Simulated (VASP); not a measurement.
# Se (P3_121) in VASP: further runs

Se is run at these levels: PBE; tasks: single point.

All numbers are computed with VASP 6.6.1; they aren't measurements. Logs are shortened: lines on timing, memory, paths and dates and some standing lists are left out, and cuts for length are marked.

**1. The cell of the first run**

The structure is trigonal, space group P3_121 (No. 152). The conventional cell has a = 4.292 Å, b = 4.292 Å, c = 4.870 Å, α = 90.00°, β = 90.00°, γ = 120.00°. Se (site symmetry 2) has 2 Se at 2.33 Å within 3.1 Å.

**2. Single point, PBE**

INCAR reads:

```
ALGO = Normal
EDIFF = 1E-6
ENCUT = 500
GGA = PE
GGA_COMPAT = False
ISIF = 2
ISMEAR = 0
LASPH = True
LCHARG = True
LELF = True
LREAL = False
LVHAR = True
LWAVE = False
NBANDS = 16
NELM = 120
PREC = Accurate
SIGMA = 0.01
```

KPOINTS reads:

```
k-points
0
Gamma
  5 5 4
```

POSCAR reads:

```
Se
1.0
    4.2921823110      0.0000000000      0.0000000000
   -2.1460911555      3.7171388030      0.0000000000
    0.0000000000      0.0000000000      4.8696244551
Se
3
Direct
    0.2254000000      0.0000000000      0.3333333333
    0.0000000000      0.2254000000      0.6666666667
    0.7746000000      0.7746000000      0.0000000000
```

Potentials or basis: VASP PAW PBE potentials, release 64 (Se).

Started as:

```
$ cat potpaw_PBE.64/Se/POTCAR > POTCAR
$ mpirun -np 1 vasp_std > vasp.out
```

OUTCAR:

```text
EDIFF = 1E-6
   ENCUT = 500
   GGA = PE
   ISIF = 2
   ISMEAR = 0
   LASPH = True
   LREAL = False
   NELM = 120
   PREC = Accurate

 ion  position               nearest neighbor table
   1  0.225  0.000  0.333-   3 2.33   2 2.33
   2  0.000  0.225  0.667-   3 2.33   1 2.33
   3  0.775  0.775  0.000-   2 2.33   1 2.33

  LATTYP: Found a hexagonal cell.
 ALAT       =     4.2921823110
 C/A-ratio  =     1.1345334616

  Lattice vectors:

 A1 = (   4.2921823110,   0.0000000000,   0.0000000000)
 A2 = (  -2.1460911555,   3.7171388030,   0.0000000000)
 A3 = (   0.0000000000,   0.0000000000,   4.8696244551)

Analysis of symmetry for initial positions (statically):
=====================================================================
 Subroutine PRICEL returns:
 Original cell was already a primitive cell.

 Routine SETGRP: Setting up the symmetry group for a
 hexagonal supercell.

 Subroutine GETGRP returns: Found  6 space group operations
 (whereof  2 operations were pure point group operations)
 out of a pool of 24 trial point group operations.

The static configuration has the point symmetry C_2 .
 The point group associated with its full space group is D_3 .

Analysis of symmetry for dynamics (positions and initial velocities):
=====================================================================
 Subroutine PRICEL returns:
 Original cell was already a primitive cell.

 Routine SETGRP: Setting up the symmetry group for a
 hexagonal supercell.

 Subroutine GETGRP returns: Found  6 space group operations
 (whereof  2 operations were pure point group operations)
 out of a pool of 24 trial point group operations.

The dynamic configuration has the point symmetry C_2 .
 The point group associated with its full space group is D_3 .

 Subroutine INISYM returns: Found  6 space group operations
 (whereof  2 operations are pure point group operations),
 and found     1 'primitive' translations

----------------------------------------------------------------------------------------

                                     Primitive cell

  volume of cell :      77.6931

  direct lattice vectors                    reciprocal lattice vectors
     4.292182311  0.000000000  0.000000000     0.232981716  0.134512061  0.000000000
    -2.146091156  3.717138803  0.000000000     0.000000000  0.269024121  0.000000000
     0.000000000  0.000000000  4.869624455     0.000000000  0.000000000  0.205354645

  length of vectors
     4.292182311  4.292182211  4.869624455     0.269024115  0.269024121  0.205354645

  position of ions in fractional coordinates (direct lattice)
     0.225400000  0.000000000  0.333333333
     0.000000000  0.225400000  0.666666667
     0.774600000  0.774600000  0.000000000

  ion indices of the primitive-cell ions
   primitive index   ion index
                 1           1
                 2           2
                 3           3

----------------------------------------------------------------------------------------

 KPOINTS: k-points

Automatic generation of k-mesh.
 Grid dimensions read from file:
 generate k-points for:    5    5    4

 Generating k-lattice:

  Cartesian coordinates                     Fractional coordinates (reciprocal lattice)
     0.046596343  0.026902412  0.000000000     0.200000000  0.000000000  0.000000000
     0.000000000  0.053804824  0.000000000     0.000000000  0.200000000  0.000000000
     0.000000000  0.000000000  0.051338661     0.000000000  0.000000000  0.250000000

  Length of vectors
     0.053804823  0.053804824  0.051338661

  Shift w.r.t. Gamma in fractional coordinates (k-lattice)
     0.000000000  0.000000000  0.000000000

 Subroutine IBZKPT returns following result:
 ===========================================

 Found     17 irreducible k-points:

 Following reciprocal coordinates:
            Coordinates               Weight
  0.000000  0.000000  0.000000      1.000000
  0.200000 -0.000000  0.000000      6.000000
  0.400000 -0.000000  0.000000      6.000000
  0.200000  0.200000  0.000000      6.000000
  0.400000  0.200000  0.000000      6.000000
  0.000000  0.000000  0.250000      2.000000
[... 9 lines left out ...]
  0.200000  0.200000  0.500000      6.000000
  0.400000  0.200000  0.500000      6.000000
   k-points           NKPTS =     17   k-points in BZ     NKDIM =     17   number of bands    NBANDS=     16
   number of dos      NEDOS =    301   number of ions     NIONS =      3
   total plane-waves  NPLWV =  36864
   dimension x,y,z NGX =    32 NGY =   32 NGZ =   36
   dimension x,y,z NGXF=    64 NGYF=   64 NGZF=   72
   ions per type =               3
   NGX,Y,Z   is equivalent  to a cutoff of  12.39, 12.39, 12.29 a.u.
   NGXF,Y,Z  is equivalent  to a cutoff of  24.79, 24.79, 24.58 a.u.
 SYSTEM =  unknown system
   PREC   = accura    normal or accurate (medium, high low for compatibility)
   ISTART =      0    job   : 0-new  1-cont  2-samecut
   ICHARG =      2    charge: 1-file 2-atom 10-const
   ISPIN  =      1    spin polarized calculation?
   LNONCOLLINEAR =      F non collinear calculations
   LSORBIT =      F    spin-orbit coupling
   LASPH  =      T    aspherical Exc in radial PAW
   ENCUT  =  500.0 eV  36.75 Ry    6.06 a.u.   7.83  7.83  8.88*2*pi/ulx,y,z
   NELM   =    120;   NELMIN=  2; NELMDL= -5     # of ELM steps
   EDIFF  = 0.1E-05   stopping-criterion for ELM
   LREAL  =      F    real-space projection
   EDIFFG = 0.1E-04   stopping-criterion for IOM
   NSW    =      0    number of steps for IOM
   IBRION =     -1    ionic relax: 0-MD 1-quasi-New 2-CG
   NFREE  =      0    steps in history (QN), initial steepest desc. (CG)
   ISIF   =      2    stress and relaxation
   ISYM   =      2    0-nonsym 1-usesym 2-fastsym
   POTIM  = 0.5000    time-step for ionic-motion
   TEBEG  =    0.0;   TEEND  =   0.0 temperature during run
   PSTRESS=    0.0 pullay stress
   NELECT =      18.0000    total number of electrons
   NUPDOWN=      -1.0000    fix difference up-down
   EMIN   =  10.00;   EMAX   =-10.00  energy-range for DOS
   EFERMI =   0.00;   METHOD = LEGACY
   ISMEAR =     0;   SIGMA  =   0.01  broadening in eV -4-tet -1-fermi 0-gaus
   EFERMI_NEDOS =   21; number of points for ismear=-14 and -15
   IALGO  =     38    algorithm
   IMIX   =      4    mixing-type and parameters
     AMIX     =   0.40;   BMIX     =  1.00
     AMIX_MAG =   1.60;   BMIX_MAG =  1.00
  volume/ion in A,a.u.               =      25.90       174.77
  Fermi-wavevector in a.u.,A,eV,Ry     =   1.005476  1.900073 13.755234  1.010981
  Thomas-Fermi vector in A             =   2.138157
   LORBIT       =      0    0 simple, 1 ext, 2 COOP (PROOUT), +10 PAW based schemes
   GGA     = PE    functional components
   LHFCALC =     F    Hartree Fock is set to
   AEXX    =    0.0000 exact exchange contribution
   IVDW    =     0    specifies the selected vdW correction
   LEPSILON=     F    determine dielectric tensor
   LRPA    =     F    only Hartree local field effects (RPA)
 non-spin polarized calculation
 Gauss-broadening in eV      SIGMA  =   0.01
  energy-cutoff  :      500.00
  volume of cell :       77.69
 maximum number of plane-waves:      1998
 NGX is ok and might be reduce to    32
   NGX = 15   NGY = 15   NGZ = 17

 number of electron      18.0000000 magnetization

 Free energy of the ion-electron system (eV)
  ---------------------------------------------------
  ext. energy  EPLUGINS =         0.00000000
  ---------------------------------------------------
  free energy    TOTEN  =       -10.35002829 eV

  energy without entropy =      -10.35002829  energy(sigma->0) =      -10.35002829

 E-fermi :   3.2952     XC(G=0):  -9.0663

 val. band max:        3.2079121708   @ k =   0.4000   0.2000   0.5000
 cond. band min:       4.4008563119   @ k =   0.0000   0.0000   0.5000
 fundamental gap:      1.1929441411
 Fermi energy:         3.2951582761

 k-point     1 :       0.0000    0.0000    0.0000
  band No.  band energies     occupation
      1     -13.0774      2.00000
      2      -8.6572      2.00000
      3      -8.6572      2.00000
      4      -0.8006      2.00000
      5      -0.7696      2.00000
      6      -0.7696      2.00000
[... 8 lines left out ...]
     15       9.5708      0.00000
     16      11.5515      0.00000

 k-point     2 :       0.2000   -0.0000    0.0000
  band No.  band energies     occupation
      1     -12.9165      2.00000
      2      -8.8084      2.00000
      3      -8.6361      2.00000
      4      -1.7566      2.00000
      5      -1.2308      2.00000
      6      -0.5694      2.00000
[... 8 lines left out ...]
     15      10.8459      0.00000
     16      11.6846      0.00000

 k-point     3 :       0.4000   -0.0000    0.0000
  band No.  band energies     occupation
      1     -12.6098      2.00000
      2      -9.1402      2.00000
      3      -8.6004      2.00000
      4      -2.2477      2.00000
      5      -1.6882      2.00000
      6      -0.5742      2.00000
[... 8 lines left out ...]
     15      12.2422      0.00000
     16      13.2485      0.00000

 k-point     4 :       0.2000    0.2000    0.0000
  band No.  band energies     occupation
      1     -12.6759      2.00000
      2      -8.9897      2.00000
      3      -8.6900      2.00000
      4      -2.0810      2.00000
      5      -1.8326      2.00000
      6      -0.3406      2.00000
[... 8 lines left out ...]
     15      11.6672      0.00000
     16      12.5970      0.00000

 k-point     5 :       0.4000    0.2000    0.0000
  band No.  band energies     occupation
      1     -12.5043      2.00000
      2      -9.1072      2.00000
      3      -8.7641      2.00000
      4      -2.1885      2.00000
      5      -1.9626      2.00000
      6      -0.1220      2.00000
[... 8 lines left out ...]
     15      11.7077      0.00000
     16      13.1277      0.00000

 k-point     6 :       0.0000    0.0000    0.2500
  band No.  band energies     occupation
      1     -12.7634      2.00000
      2     -10.4134      2.00000
      3      -6.9657      2.00000
      4      -1.4402      2.00000
      5      -0.6292      2.00000
      6      -0.4320      2.00000
[... 8 lines left out ...]
     15      10.5334      0.00000
     16      10.8609      0.00000

 k-point     7 :       0.2000   -0.0000    0.2500
  band No.  band energies     occupation
      1     -12.6105      2.00000
      2     -10.3416      2.00000
      3      -7.2692      2.00000
      4      -1.8166      2.00000
      5      -1.2824      2.00000
      6      -0.3254      2.00000
[... 8 lines left out ...]
     15      10.4418      0.00000
     16      11.1047      0.00000

 k-point     8 :       0.0000    0.2000    0.2500
  band No.  band energies     occupation
      1     -12.6087      2.00000
      2     -10.3532      2.00000
      3      -7.2318      2.00000
      4      -1.8839      2.00000
      5      -1.4861      2.00000
      6      -0.4023      2.00000
[... 8 lines left out ...]
     15      10.7799      0.00000
     16      11.3288      0.00000

 k-point     9 :       0.4000   -0.0000    0.2500
  band No.  band energies     occupation
      1     -12.3210      2.00000
      2     -10.2395      2.00000
      3      -7.7681      2.00000
      4      -2.2940      2.00000
      5      -1.9535      2.00000
      6      -0.6016      2.00000
[... 8 lines left out ...]
     15      11.4443      0.00000
     16      12.2935      0.00000
[... 39 lines left out ...]
 k-point    12 :       0.4000    0.2000    0.2500
  band No.  band energies     occupation
      1     -12.2187      2.00000
      2     -10.2212      2.00000
      3      -7.8863      2.00000
      4      -2.4897      2.00000
      5      -2.2535      2.00000
      6      -0.7622      2.00000
[... 8 lines left out ...]
     15      11.5361      0.00000
     16      12.6934      0.00000

 k-point    13 :       0.0000    0.0000    0.5000
  band No.  band energies     occupation
      1     -11.8464      2.00000
      2     -11.8464      2.00000
      3      -6.1425      2.00000
      4      -1.9279      2.00000
      5      -0.3528      2.00000
      6      -0.3528      2.00000
[... 8 lines left out ...]
     15      10.3399      0.00000
     16      11.6306      0.00000

 k-point    14 :       0.2000   -0.0000    0.5000
  band No.  band energies     occupation
      1     -11.7387      2.00000
      2     -11.6972      2.00000
      3      -6.5822      2.00000
      4      -2.2607      2.00000
      5      -0.8818      2.00000
      6      -0.7420      2.00000
[... 8 lines left out ...]
     15      11.0538      0.00000
     16      11.8137      0.00000

 k-point    15 :       0.4000   -0.0000    0.5000
  band No.  band energies     occupation
      1     -11.5509      2.00000
      2     -11.4138      2.00000
      3      -7.2706      2.00000
      4      -2.9449      2.00000
      5      -1.4229      2.00000
      6      -1.2023      2.00000
[... 8 lines left out ...]
     15      11.7144      0.00000
     16      12.4902      0.00000

 k-point    16 :       0.2000    0.2000    0.5000
  band No.  band energies     occupation
      1     -11.5712      2.00000
      2     -11.4929      2.00000
      3      -7.1198      2.00000
      4      -2.6919      2.00000
      5      -1.5383      2.00000
      6      -1.3994      2.00000
[... 8 lines left out ...]
     15      11.4838      0.00000
     16      12.1888      0.00000

 k-point    17 :       0.4000    0.2000    0.5000
  band No.  band energies     occupation
      1     -11.4501      2.00000
      2     -11.3594      2.00000
      3      -7.4382      2.00000
      4      -2.9558      2.00000
      5      -1.8980      2.00000
      6      -1.8213      2.00000
[... 8 lines left out ...]
     15      12.0484      0.00000
     16      12.2144      0.00000

------------------------ aborting loop because EDIFF is reached ----------------------------------------

  FORCE on cell =-STRESS in cart. coord.  units (eV):
  Direction    XX          YY          ZZ          XY          YZ          ZX
  --------------------------------------------------------------------------------------
  -------------------------------------------------------------------------------------
  Total        2.5290511      2.5290509      4.3812799     -0.0000000      0.0000000     -0.0000000
  in kB       52.1537786     52.1537753     90.3502122     -0.0000000      0.0000000     -0.0000000
  external PRESSURE =      64.8859220 kB  Pullay stress =       0.0000000 kB

 VOLUME and BASIS-vectors are now :
 -----------------------------------------------------------------------------
  energy-cutoff  :      500.00
  volume of cell :       77.69
      direct lattice vectors                 reciprocal lattice vectors
     4.292182311  0.000000000  0.000000000     0.232981716  0.134512061  0.000000000
    -2.146091156  3.717138803  0.000000000     0.000000000  0.269024121  0.000000000
     0.000000000  0.000000000  4.869624455     0.000000000  0.000000000  0.205354645

 POSITION                                       TOTAL-FORCE (eV/Angst)
 -----------------------------------------------------------------------------------
      0.96746      0.00000      1.62321         1.018547     -0.000000      0.000000
     -0.48373      0.83784      3.24642        -0.509273      0.882087     -0.000000
      1.66236      2.87930      0.00000        -0.509273     -0.882087     -0.000000
 -----------------------------------------------------------------------------------
    total drift:                               -0.000000     -0.000000     -0.000000

  FREE ENERGIE OF THE ION-ELECTRON SYSTEM (eV)
  ---------------------------------------------------
  free  energy   TOTEN  =       -10.3500282892 eV

  energy  without entropy=      -10.3500282892  energy(sigma->0) =      -10.35002829
```

Run time: 17 s. Hardware: 1 thread of Intel Xeon Platinum 8259CL at 2.50GHz (Skylake/Cascade Lake), shared host; peak memory 0.18 GiB.

Results:

* Free energy: -10.3500 eV
* Pressure: 6.5 GPa
* Largest force: 1.019 eV/Å
* Band gap on the k mesh: 1.19 eV (least direct gap 1.41 eV)

Forces on the atoms (eV/Å):
```
Se   1.019  0.000  0.000
Se  -0.509  0.882  0.000
Se  -0.509 -0.882  0.000
```

Stress tensor (GPa, compression positive):
```
5.22 0.00 0.00
0.00 5.22 0.00
0.00 0.00 9.04
```

Levels at points of the mesh, in eV from the valence-band top:
```csv
k point,band 7,band 8,band 9,band 10,band 11,band 12
"(0.00, 0.00, 0.00)",-2.25,-2.25,-0.48,1.97,1.97,2.19
"(0.00, 0.00, 0.50)",-1.71,-1.71,-1.24,1.19,1.19,1.27
```

Caveat: the cell stands under pressure; an odd mesh through Γ misses points on the zone boundary, where band edges can lie; forces of over 1 eV/Å act on the atoms, so gaps and moduli don't describe the material at rest.

**3. Single point, PBE**

This run uses another cell than the first one, of 26.58 Å³/atom.

INCAR reads:

```
PREC = Accurate ; ENCUT = 500
EDIFF = 1E-6 ; ISMEAR = 0
SIGMA = 0.01 ; LREAL = False
LASPH = True ; NELM = 120
ALGO = Normal ; ISIF = 2
LWAVE = False ; LCHARG = False
GGA = PE ; NBANDS = 16
GGA_COMPAT = False
```

KPOINTS reads:

```
regular mesh
0
Gamma
  5 5 4
```

POSCAR reads:

```
Se
1.0
    4.3295075089      0.0000000000      0.0000000000
   -2.1647537545      3.7494633716      0.0000000000
    0.0000000000      0.0000000000      4.9119711411
Se
3
Direct
    0.2254000000      0.0000000000      0.3333333333
    0.0000000000      0.2254000000      0.6666666667
    0.7746000000      0.7746000000      0.0000000000
```

Potentials or basis: VASP PAW PBE potentials, release 64 (Se).

Started as:

```
$ cat potpaw_PBE.64/Se/POTCAR > POTCAR
$ mpirun -np 1 vasp_std > vasp.out
```

Run time: 15 s. Hardware: 1 thread of Intel Xeon Platinum 8259CL at 2.50GHz (Skylake/Cascade Lake), shared host; peak memory 0.18 GiB.

The run converged. Its results:

```
Free energy            : -10.4205 eV
Pressure               : 4.6 GPa
Largest force          : 0.714 eV/Å
Band gap on the k mesh : 1.22 eV (least direct gap 1.37 eV)
```

Forces in eV/Å, atoms in the order of the input:
```
Se   0.714  0.000  0.000
Se  -0.357  0.619  0.000
Se  -0.357 -0.619  0.000
```

Stress tensor (GPa, compression positive):
```
3.66 0.00 0.00
0.00 3.66 0.00
0.00 0.00 6.43
```

Levels at points of the mesh, in eV from the valence-band top:
```csv
k point,band 5,band 6,band 7,band 8,band 9,band 10,band 11,band 12,band 13,band 14
"(0.00, 0.00, 0.00)",-3.89,-3.87,-2.14,-2.14,-0.43,1.94,1.94,2.19,6.24,6.44
"(0.00, 0.00, 0.50)",-3.46,-3.46,-1.62,-1.62,-1.17,1.22,1.22,1.29,6.19,7.21
```

Caveat: the cell stands under pressure; an odd mesh through Γ misses points on the zone boundary, where band edges can lie.
